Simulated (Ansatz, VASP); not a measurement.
# W: VASP beside Ansatz

```xyz
4
Lattice="2.9201 0.0000 0.0000 -1.4601 2.5289 0.0000 0.0000 0.0000 10.3673" Properties=species:S:1:pos:R:3 pbc="T T T"
W     2.9201    0.0000    0.0000
W     2.9201    0.0000    5.1836
W     0.0000    1.6859    2.5918
W     1.4601    0.8430    7.7754
```

Alike in both runs: task single point; functional BLYP; k mesh 14 × 14 × 4; occupations fermi-dirac, width 0.1 eV; no spin polarisation.

```csv
,VASP,Ansatz
version,VASP 6.6.1,Ansatz 0.2.0
potentials or method,"VASP PAW PBE potentials, release 64 (W_sv), cutoff 520 eV","plane waves (420 eV) with PAW, scalar-relativistic"
valence electrons in the cell,56,56
```

```csv
,VASP,Ansatz,Ansatz less VASP
pressure (GPa),-22.0,-22.8,-0.81
"traceless stress, the component that is largest in VASP (GPa)",2.75,2.91,+0.158
```

VASP's potentials were made for PBE, not for BLYP. With one functional, cell and mesh, what is left measures potentials, basis and numerics.

Neither program's run includes spin-orbit coupling.
